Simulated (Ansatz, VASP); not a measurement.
## One calculation of CaYC2N2, two programs

INCAR

```
PREC = Accurate
ENCUT = 520
EDIFF = 1E-6
ISMEAR = 0
SIGMA = 0.1
LREAL = F
LASPH = T
NELM = 100
ALGO = Normal
ISIF = 2
LWAVE = F
LCHARG = F
GGA = PE
NBANDS = 28
```

KPOINTS

```
Automatic mesh
0
Gamma
  6 4 2
```

POSCAR

```
CaYC2N2
1.0
    3.5523387500      0.0000000000      0.0000000000
    1.4950644100      3.8962278900      0.0000000000
    0.7056234000      1.0313694800      8.5478122700
Ca Y C N
1 1 2 2
Direct
    0.5000000000      0.0000000000      0.5000000000
    0.0000000000      0.0000000000      0.0000000000
    0.1919431300      0.6161137400      0.1919431300
    0.8080568700      0.3838862600      0.8080568700
    0.2985782000      0.4028436000      0.2985782000
    0.7014218000      0.5971564000      0.7014218000
```

Input for Ansatz:

```yaml
crystal:
  lattice:
    - [3.55233875, 0.0, 0.0]
    - [1.49506441, 3.89622789, 0.0]
    - [0.7056234, 1.03136948, 8.54781227]
  atoms:
    - { symbol: Ca, position: [0.5, 0.0, 0.5] }
    - { symbol: "Y", position: [0.0, 0.0, 0.0] }
    - { symbol: C, position: [0.19194313, 0.61611374, 0.19194313] }
    - { symbol: C, position: [0.80805687, 0.38388626, 0.80805687] }
    - { symbol: "N", position: [0.2985782, 0.4028436, 0.2985782] }
    - { symbol: "N", position: [0.7014218, 0.5971564, 0.7014218] }
basis:
  ecutwfc: 420
kpoints:
  mp_grid: { grid: [6, 4, 2] }
hamiltonian:
  xc: pbe
scf:
  occupations: { method: gaussian, width: 0.1 }
  lower_state_search: "off"
output:
  forces: true
  stress: true
  eigenvalues: true
```

Alike in both runs: task single point; functional PBE; k mesh 6 × 4 × 2; occupations gaussian, width 0.1 eV; no spin polarisation.

```csv
,VASP,Ansatz
version,VASP 6.6.1,Ansatz 0.2.0
potentials or method,"VASP PAW PBE potentials, release 64 (Ca_sv, Y_sv, C, N), cutoff 520 eV","scalar-relativistic, plane waves, PAW"
valence electrons in the cell,39,39
```

```tsv
	VASP	Ansatz	Ansatz less VASP
gap on the k mesh at the Fermi level (eV)	none	none	-
pressure (GPa)	12.4	12.0	-0.40
traceless stress, the component that is largest in VASP (GPa)	-25.95	-25.29	+0.653
rms of the force components (eV/Å)	1.241	1.142	-0.0992
```

Atom by atom the forces differ by 0.177 eV/Å (rms over components). A gap of «none» marks a metal or a gap that the smearing closes. The functional is the same, so the differences come from potentials, cutoffs and numerics.

The k mesh is coarse, so the values compare programs but aren't converged. Noted on VASP's run: the standard files for N, O and F lose accuracy on very short bonds.
